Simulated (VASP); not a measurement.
Here is a VASP 6.6.1 calculation.

File INCAR:

```
SYSTEM = AlN
ALGO = Normal ; EDIFF = 1E-6
ENCUT = 520 ; GGA = PE
ISIF = 2 ; ISMEAR = 0
LASPH = .TRUE. ; LCHARG = .FALSE.
LREAL = .FALSE. ; LWAVE = .FALSE.
NBANDS = 16 ; NELM = 80
PREC = Accurate ; SIGMA = 0.05
```

Contents of KPOINTS:

```
k-points
0
G
  9 9 6
  0 0 0
```

File POSCAR:

```
AlN
1.0
    3.3121157418      0.0000000000      0.0000000000
   -1.6560578709      2.8683763727      0.0000000000
    0.0000000000      0.0000000000      4.1875630000
Al N
2 2
Direct
    0.4379221184      0.8758442368      0.6067185735
    0.6666666667      0.3333333333      0.2500000000
    0.3333333333      0.6666666667      0.2500000000
    0.6666666667      0.3333333333      0.7500000000
```

Potentials or basis: VASP PAW PBE potentials, release 64 (Al, N).

Command:

```bash
$ cat potpaw_PBE.64/Al/POTCAR potpaw_PBE.64/N/POTCAR > POTCAR
$ mpirun -np 1 vasp_std > vasp.out
```

(1) Estimate the band gap on the k mesh.

(2) Predict the largest force.

(3) What does it give for the pressure?

Results:

(1) 2.72 eV, indirect (least direct gap 2.99 eV).

(2) 22.883 eV/Å.

(3) 62.7 GPa.

Caveat: the cell differs from its parent crystal (atom 1 (Al) moved by (+0.600, -0.600) A along y and z); forces of over 1 eV/Å act on the atoms, so gaps and moduli don't describe the material at rest.
